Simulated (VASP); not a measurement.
The system is Be.

```
CELL_PARAMETERS angstrom
2.16800 0.00000 0.00000
0.00000 3.75500 0.00000
0.00000 0.00000 3.41600
ATOMIC_POSITIONS crystal
Be 0.67000 0.82000 0.70000
Be 0.33000 0.18000 0.70000
Be 0.17000 0.68000 0.30000
Be 0.83000 0.32000 0.30000
```

| Property | Result |
| --- | --- |
| Program | VASP 6.6.1 |
| Task | relaxation of cell and atoms |
| Functional | PBE |
| Potentials or basis | VASP PAW PBE potentials, release 64 (Be) |
| Cutoff | 600 eV |
| k mesh | 10 × 6 × 6 |
| Occupations | gaussian, width 0.1 eV |
| Spin | no spin polarisation |

At the start: pressure 63.1 GPa; volume 6.95 Å³/atom.

Question: How do energy, volume and symmetry change on relaxing?

Answer: Over 13 steps the energy falls by 1224.1 meV/atom and the volume is 7.88 Å³/atom (+13.3 %); space group I4/mmm (No. 139, to 0.05 Å).

Step by step:
```
step  energy change (eV)  largest force (eV/Å)  pressure (GPa)  volume (Å³)
   1              0.0000                7.6831           63.06        27.81
   2             -4.1378                0.2938          -13.84        40.23
   3             -4.3279                1.2070           -5.01        35.87
   4             -4.3380                1.0267           -6.96        36.55
   5             -4.3372                1.0761           -6.44        36.36
   6             -4.6782                0.2976           -7.05        34.95
   7             -4.7591                0.7209           -3.77        33.32
   8             -4.7717                0.5056           -5.36        33.83
   9             -4.8643                0.3545           -0.80        32.04
  10             -4.8769                0.2276            2.67        30.90
  11             -4.8949                0.0405            0.57        31.34
  12             -4.8951                0.0667            0.33        31.40
  13             -4.8966                0.0138            0.02        31.50
```

Final structure:
```
CELL_PARAMETERS angstrom
2.39861 0.00000 0.00000
0.00000 3.65048 0.00000
0.00000 0.00000 3.59769
ATOMIC_POSITIONS crystal
Be 0.75028 0.74981 0.74986
Be 0.24972 0.25019 0.74986
Be 0.25028 0.75019 0.25014
Be 0.74972 0.24981 0.25014
```

Caveat: the volume moved by +13 % from the deposited cell, more than functionals usually miss; the relaxation stopped at a loose force limit of 0.05 eV/Å, so its end isn't a converged minimum.
